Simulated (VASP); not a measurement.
# KMgF3 (Pm-3m) in VASP: a series of runs, part 2 of 2

VASP 6.6.1.

### 5 Relaxation of cell and atoms, PBE, target pressure 3 GPa, at which the enthalpy is minimised

This run uses another cell than the first one, of 12.95 Å³/atom, 1.147 times its volume.

Contents of INCAR:

```
SYSTEM = KMgF3
ALGO = Normal ; EDIFF = 1E-6
EDIFFG = -0.008 ; ENCUT = 600
GGA = PE ; IBRION = 2
ISIF = 3 ; ISMEAR = 0
LASPH = .TRUE. ; LCHARG = .FALSE.
LREAL = .FALSE. ; LWAVE = .FALSE.
NELM = 100 ; NSW = 70
PREC = Accurate ; PSTRESS = 30.0
SIGMA = 0.02
```

Contents of KPOINTS:

```
k-points
0
G
  6 6 6
  0 0 0
```

Contents of POSCAR:

```
KMgF3
1.0
    4.0160610998      0.0000000000      0.0000000000
    0.0000000000      4.0160610998      0.0000000000
    0.0000000000      0.0000000000      4.0160610998
K Mg F
1 1 3
Direct
    0.5000000000      0.5000000000      0.5000000000
    0.0000000000      0.0000000000      0.0000000000
    0.0000000000      0.5000000000      0.0000000000
    0.0000000000      0.0000000000      0.5000000000
    0.5000000000      0.0000000000      0.0000000000
```

On the command line:

```bash
$ cat potpaw_PBE.64/K_sv/POTCAR potpaw_PBE.64/Mg/POTCAR potpaw_PBE.64/F/POTCAR > POTCAR
$ mpirun -np 1 vasp_std > vasp.out
```

Wall time 54 s (1 thread of Intel Xeon Platinum 8259CL at 2.50GHz (Skylake/Cascade Lake), shared host); peak memory 0.2 GiB.

It converged, with:

```
Free energy                                            : -24.4296 eV
Relaxed volume                                         : 12.70 Å³/atom
Relaxed cell                                           : a = 3.989 Å, b = 3.989 Å, c = 3.989 Å, α = 90.00°, β = 90.00°, γ = 90.00°
Space group after relaxing (to 0.05 Å)                 : Pm-3m (No. 221)
Energy change on relaxing (the enthalpy is what falls) : +3.5 meV/atom
Ionic steps                                            : 3
Pressure after relaxing                                : 3.0 GPa
Band gap on the k mesh                                 : 7.29 eV, indirect (least direct gap 7.61 eV)
```

The path:
| step | energy change (eV) | largest force (eV/Å) | pressure (GPa) | volume (Å³) |
| --- | --- | --- | --- | --- |
| 1 | 0.0000 | 0.0000 | 1.47 | 64.77 |
| 2 | 0.0154 | 0.0000 | 2.84 | 63.62 |
| 3 | 0.0177 | 0.0000 | 3.00 | 63.50 |

Final structure:
```xyz
5
Lattice="3.9895 0.0000 0.0000 0.0000 3.9895 0.0000 0.0000 0.0000 3.9895" Properties=species:S:1:pos:R:3 pbc="T T T"
K     1.9947    1.9947    1.9947
Mg    0.0000    0.0000    0.0000
F     0.0000    1.9947    0.0000
F     0.0000    0.0000    1.9947
F     1.9947    0.0000    0.0000
```

Levels at points of the mesh, in eV from the valence-band top:
| k point | band 13 | band 14 | band 15 | band 16 | band 17 | band 18 | band 19 | band 20 |
| --- | --- | --- | --- | --- | --- | --- | --- | --- |
| (0.00, 0.00, 0.00) | -0.62 | -0.32 | -0.32 | -0.32 | 7.29 | 10.08 | 10.08 | 12.23 |
| (0.50, 0.00, 0.00) | -0.86 | -0.86 | -0.53 | -0.53 | 10.10 | 10.42 | 11.12 | 12.80 |
| (0.50, 0.50, 0.00) | -1.03 | -0.89 | -0.89 | -0.02 | 10.90 | 11.69 | 12.61 | 12.61 |
| (0.50, 0.50, 0.50) | -1.11 | 0.00 | 0.00 | 0.00 | 10.44 | 10.44 | 10.44 | 13.98 |

Caveat: the cell is relaxed towards a set pressure, so the enthalpy falls and the energy may rise.

### 6 Relaxation of cell and atoms, PBE, target pressure -3 GPa, at which the enthalpy is minimised

This run uses another cell than the first one, of 13.71 Å³/atom, 1.213 times its volume.

Contents of INCAR:

```
SYSTEM = KMgF3
PREC = Accurate ; ENCUT = 600
EDIFF = 1E-7 ; ISMEAR = 0
SIGMA = 0.02 ; LREAL = .FALSE.
LASPH = .TRUE. ; NELM = 100
ALGO = Normal ; ISIF = 3
LWAVE = .FALSE. ; LCHARG = .FALSE.
GGA = PE ; IBRION = 2
NSW = 70 ; EDIFFG = -0.008
PSTRESS = -30.0
```

Contents of KPOINTS:

```
Automatic mesh
0
G
  6 6 6
  0 0 0
```

POSCAR: that of step 5 with these lines changed.

```diff
@@ -2,5 +2,5 @@
 1.0
-    4.0160610998      0.0000000000      0.0000000000
-    0.0000000000      4.0160610998      0.0000000000
-    0.0000000000      0.0000000000      4.0160610998
+    4.0925550202      0.0000000000      0.0000000000
+    0.0000000000      4.0925550202      0.0000000000
+    0.0000000000      0.0000000000      4.0925550202
 K Mg F
```

Potentials or basis: VASP PAW PBE potentials, release 64 (K_sv, Mg, F).

On the command line:

```bash
$ cat potpaw_PBE.64/K_sv/POTCAR potpaw_PBE.64/Mg/POTCAR potpaw_PBE.64/F/POTCAR > POTCAR
$ mpirun -np 1 vasp_std > vasp.out
```

OUTCAR:

```text
SYSTEM = KMgF3
   PREC = Accurate
   ENCUT = 600
   EDIFF = 1E-7
   ISMEAR = 0
   LREAL = .FALSE.
   LASPH = .TRUE.
   NELM = 100
   ISIF = 3
   GGA = PE
   IBRION = 2
   NSW = 70
   EDIFFG = -0.008
   PSTRESS = -30.0

 ion  position               nearest neighbor table
   1  0.500  0.500  0.500-   2 3.54   2 3.54   2 3.54   2 3.54   2 3.54   2 3.54   2 3.54   2 3.54

   2  0.000  0.000  0.000-   3 2.05   4 2.05   5 2.05   4 2.05   3 2.05   5 2.05   1 3.54   1 3.54
                             1 3.54   1 3.54   1 3.54   1 3.54   1 3.54   1 3.54
   3  0.000  0.500  0.000-   2 2.05   2 2.05
   4  0.000  0.000  0.500-   2 2.05   2 2.05
   5  0.500  0.000  0.000-   2 2.05   2 2.05

  LATTYP: Found a simple cubic cell.
 ALAT       =     4.0925550202

  Lattice vectors:

[... 186 lines left out ...]
  Direction    XX          YY          ZZ          XY          YZ          ZX
  --------------------------------------------------------------------------------------
  -------------------------------------------------------------------------------------
  Total       -0.9750096     -0.9750096     -0.9750096      0.0000000      0.0000000     -0.0000000
  in kB      -22.7895572    -22.7895572    -22.7895572      0.0000000      0.0000000     -0.0000000
  external PRESSURE =       7.2104428 kB  Pullay stress =     -30.0000000 kB
[... 69 lines left out ...]
--------------------------------------- Ionic step        3  -------------------------------------------

 number of electron      31.9999978 magnetization

 Free energy of the ion-electron system (eV)
  ---------------------------------------------------
  ext. energy  EPLUGINS =         0.00000000
  ---------------------------------------------------
  free energy    TOTEN  =       -24.42985811 eV

  energy without entropy =      -24.42985811  energy(sigma->0) =      -24.42985811

 E-fermi :  -1.8729     XC(G=0):  -9.2346

 val. band max:       -2.0427686865   @ k =   0.5000   0.5000   0.5000
 cond. band min:       4.5991240506   @ k =   0.0000   0.0000   0.0000
 fundamental gap:      6.6418927370
 Fermi energy:        -1.8728525602

 k-point     1 :       0.0000    0.0000    0.0000
  band No.  band energies     occupation
      1     -27.8936      2.00000
      2     -21.9299      2.00000
      3     -21.3916      2.00000
      4     -21.3916      2.00000
      5     -11.3739      2.00000
      6     -11.3739      2.00000
[... 485 lines left out ...]
  energy  without entropy=      -24.4298581138  energy(sigma->0) =      -24.42985811

  enthalpy is  TOTEN    =       -25.7302938747 eV   P V=       -1.3004357609

 reached required accuracy - stopping structural energy minimisation
```

OSZICAR:

```text
N       E                     dE             d eps       ncg     rms          rms(c)
DAV:   1     0.266130298282E+03    0.26613E+03   -0.18759E+04   816   0.168E+03
DAV:   2    -0.124177399715E+02   -0.27855E+03   -0.26933E+03  1028   0.411E+02
DAV:   3    -0.259450858516E+02   -0.13527E+02   -0.13487E+02  1028   0.903E+01
DAV:   4    -0.266751575303E+02   -0.73007E+00   -0.72833E+00  1340   0.124E+01
[... 28 lines left out ...]
DAV:   5    -0.244298618650E+02   -0.21422E-05   -0.23048E-05  1048   0.396E-02    0.107E-02
DAV:   6    -0.244298590381E+02    0.28269E-05   -0.12371E-05  1264   0.267E-02    0.335E-03
DAV:   7    -0.244298583524E+02    0.68569E-06   -0.92521E-07  1144   0.440E-03    0.845E-04
DAV:   8    -0.244298581645E+02    0.18792E-06   -0.18972E-08   588   0.101E-03    0.976E-05
DAV:   9    -0.244298581138E+02    0.50721E-07   -0.36334E-09   552   0.483E-04
   3 F= -.25730294E+02 E0= -.25730294E+02  d E =-.202984E-02
```

CONTCAR:

```text
KMgF3
   1.00000000000000
     4.1104819342819159   -0.0000000000000000   -0.0000000000000000
     0.0000000000000000    4.1104819342819159   -0.0000000000000000
     0.0000000000000000    0.0000000000000000    4.1104819342819159
  K               Mg              F
     1     1     3
Direct
     0.5000000000000000    0.5000000000000000    0.5000000000000000
     0.0000000000000000    0.0000000000000000    0.0000000000000000
     0.0000000000000000    0.5000000000000000    0.0000000000000000
     0.0000000000000000    0.0000000000000000    0.5000000000000000
     0.5000000000000000    0.0000000000000000    0.0000000000000000

  0.00000000E+00  0.00000000E+00  0.00000000E+00
  0.00000000E+00  0.00000000E+00  0.00000000E+00
  0.00000000E+00  0.00000000E+00  0.00000000E+00
  0.00000000E+00  0.00000000E+00  0.00000000E+00
  0.00000000E+00  0.00000000E+00  0.00000000E+00
```

It took 92 s on 1 thread of Intel Xeon Platinum 8259CL at 2.50GHz (Skylake/Cascade Lake), shared host; peak memory 0.23 GiB.

Results:

- Free energy: -24.4299 eV
- Relaxed volume: 13.89 Å³/atom
- Relaxed cell: a = 4.110 Å, b = 4.110 Å, c = 4.110 Å, α = 90.00°, β = 90.00°, γ = 90.00°
- Space group after relaxing (to 0.05 Å): Pm-3m (No. 221)
- Energy change on relaxing (the enthalpy is what falls): +3.0 meV/atom
- Ionic steps: 3
- Pressure after relaxing: -3.0 GPa
- Band gap on the k mesh: 6.64 eV, indirect (least direct gap 6.96 eV)

The path:
| step | energy change (eV) | largest force (eV/Å) | pressure (GPa) | volume (Å³) |
| --- | --- | --- | --- | --- |
| 1 | 0.0000 | 0.0000 | -2.28 | 68.55 |
| 2 | 0.0097 | 0.0000 | -2.77 | 69.16 |
| 3 | 0.0149 | 0.0000 | -3.00 | 69.45 |

Final structure:
```yaml
crystal:
  lattice:
    - [4.11048, 0.00000, 0.00000]
    - [0.00000, 4.11048, 0.00000]
    - [0.00000, 0.00000, 4.11048]
  atoms:
    - { symbol: K, position: [0.50000, 0.50000, 0.50000] }
    - { symbol: Mg, position: [0.00000, 0.00000, 0.00000] }
    - { symbol: F, position: [0.00000, 0.50000, 0.00000] }
    - { symbol: F, position: [0.00000, 0.00000, 0.50000] }
    - { symbol: F, position: [0.50000, 0.00000, 0.00000] }
```

Levels at points of the mesh, in eV from the valence-band top:
| k point | band 12 | band 13 | band 14 | band 15 | band 16 | band 17 | band 18 | band 19 | band 20 |
| --- | --- | --- | --- | --- | --- | --- | --- | --- | --- |
| (0.00, 0.00, 0.00) | -0.54 | -0.54 | -0.32 | -0.32 | -0.32 | 6.64 | 9.95 | 9.95 | 11.99 |
| (0.50, 0.00, 0.00) | -0.76 | -0.76 | -0.74 | -0.48 | -0.48 | 9.53 | 9.54 | 10.88 | 12.37 |
| (0.50, 0.50, 0.00) | -0.89 | -0.89 | -0.81 | -0.81 | -0.02 | 10.35 | 11.23 | 11.79 | 11.79 |
| (0.50, 0.50, 0.50) | -1.04 | -1.04 | 0.00 | 0.00 | 0.00 | 10.08 | 10.08 | 10.08 | 13.22 |

Caveat: the cell is relaxed towards a set pressure, so the enthalpy falls and the energy may rise.

### 7 The runs side by side

```csv
cell,gap on the mesh (eV),pressure (GPa)
"relaxed to 15 GPa from a = 3.837 Å, 5 atoms",8.21,14.9
"relaxed to 8 GPa from a = 3.919 Å, 5 atoms",7.70,7.9
"relaxed from a = 3.978 Å, 5 atoms",6.98,0.0
"relaxed to 3 GPa from a = 4.016 Å, 5 atoms",7.29,3.0
"relaxed to -3 GPa from a = 4.093 Å, 5 atoms",6.64,-3.0
```

Alike in all rows: task relaxation of cell and atoms; level PBE; potentials or basis VASP PAW PBE potentials, release 64 (K_sv, Mg, F); no spin polarisation; k mesh 6 × 6 × 6; cutoff (eV) 600; smearing gaussian 0.02 eV.

Caveats: the cell is relaxed towards a set pressure, so the enthalpy falls and the energy may rise (some runs); the relaxation stopped at its first step, so nothing moved (some runs).

Total energies depend on the potentials used, so only differences within one code and one set of settings carry meaning.
